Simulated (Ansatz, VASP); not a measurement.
KSrAg4: VASP beside Ansatz

```
K Sr Ag
1.0
     0.00000    4.21377    4.21377
     4.21377    0.00000    4.21377
     4.21377    4.21377    0.00000
K Sr Ag
1 1 4
Direct
  0.00000 0.00000 0.00000
  0.25000 0.25000 0.25000
  0.12502 0.62499 0.62499
  0.62499 0.12502 0.62499
  0.62499 0.62499 0.12502
  0.62499 0.62499 0.62499
```

Change from the starting cell: species swapped into the HoCdNi4 type (F-43m, No. 216).

Alike in both runs: functional PBE; k mesh 8 × 8 × 8; occupations gaussian, width 0.1 eV; no spin polarisation.

Ansatz relaxed the structure, and its values are those at the end. VASP's run is a single point on that final structure, the one shown.

```csv
,VASP,Ansatz
version,VASP 6.6.1,Ansatz 0.2.0
potentials or method,"VASP PAW PBE potentials, release 64 (K_sv, Sr_sv, Ag), cutoff 520 eV","scalar-relativistic, plane waves, PAW"
valence electrons in the cell,63,95
```

```csv
,VASP,Ansatz,Ansatz less VASP
gap on the k mesh at the Fermi level (eV),none,none,-
pressure (GPa),0.0,0.0,-0.04
```

A gap of «none» marks a metal or a gap that the smearing closes. VASP's potentials hold 63 valence electrons a cell and Ansatz's 95, so a difference there can come from the potentials and not from the codes.
